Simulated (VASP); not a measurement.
Runs of VASP 6.6.1 on C. The structure is that of space group Fd-3m (No. 227), or close to it. The cells are those of the table. 

| task | level | cell | k mesh | grid for exact exchange (PRECFOCK) | share of exact exchange | screening parameter | gap on the mesh (eV) |
| --- | --- | --- | --- | --- | --- | --- | --- |
| dielectric tensor | r2SCAN | a = 2.492, b = 2.492, c = 2.517 Å, angles 59.7, 59.7, 60.7°, 2 atoms | 10 × 10 × 10 | - | - | - | (a) |
| dielectric tensor | r2SCAN | a = 2.505, b = 2.505, c = 2.517 Å, angles 59.8, 59.8, 60.3°, 2 atoms | 10 × 10 × 10 | - | - | - | 4.12 |
| dielectric tensor | r2SCAN | a = 2.530, b = 2.530, c = 2.517 Å, angles 60.2, 60.2, 59.7°, 2 atoms | 10 × 10 × 10 | - | - | - | 4.22 |
| single point | HSE06 | a = 2.517 Å, angles 60.0°, 2 atoms | 8 × 8 × 8 | Normal | 0.25 | 0.2079 1/Å | 5.29 |

Alike in all rows: potentials or basis VASP PAW PBE potentials, release 64 (C); no spin polarisation; cutoff (eV) 520; smearing gaussian 0.01 eV.

**Question.** Fill in the values left out.

**Answer.** (a) 3.87.

Caveats: the cell stands under tension (at least some runs).

A k mesh can miss the band edges.
